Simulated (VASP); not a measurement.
A run of VASP 6.6.1:

Contents of INCAR:

```
SYSTEM = AlCr2C
  PREC = Accurate
  ENCUT = 520
  EDIFF = 1E-7
  ISMEAR = 0
  SIGMA = 0.1
  LREAL = .FALSE.
  LASPH = .TRUE.
  NELM = 80
  ALGO = Normal
  ISIF = 2
  LWAVE = .FALSE.
  LCHARG = .FALSE.
  GGA = PE
  NBANDS = 41
```

File KPOINTS:

```
Automatic mesh
0
G
  12 12 4
  0 0 0
```

POSCAR

```
AlCr2C
1.0
    2.8123047210      0.0000000000      0.0000000000
   -1.4061523605      2.4355273315      0.0000000000
    0.0000000000      0.0000000000     12.5692215607
Al Cr C
2 4 2
Direct
    0.6666666667      0.3333333333      0.2500000000
    0.3333333333      0.6666666667      0.7500000000
    0.3333333333      0.6666666667      0.4145941091
    0.6666666667      0.3333333333      0.9145941091
    0.6666666667      0.3333333333      0.5854058909
    0.3333333333      0.6666666667      0.0854058909
    0.0000000000      0.0000000000      0.5000000000
    0.0000000000      0.0000000000      0.0000000000
```

Potentials or basis: VASP PAW PBE potentials, release 64 (Al, Cr_pv, C).

Command:

```sh
$ cat potpaw_PBE.64/Al/POTCAR potpaw_PBE.64/Cr_pv/POTCAR potpaw_PBE.64/C/POTCAR > POTCAR
$ mpirun -np 1 vasp_std > vasp.out
```

Hardware: 1 thread of Intel(R) Xeon(R) 6975P-C (Granite Rapids), with other jobs on the host.

Q: Estimate the wall time of this run.

A: It took 2 min on 1 thread of Intel(R) Xeon(R) 6975P-C (Granite Rapids) (shared host), peak memory 0.31 GiB. Counts: scf iterations 15, k points 57.
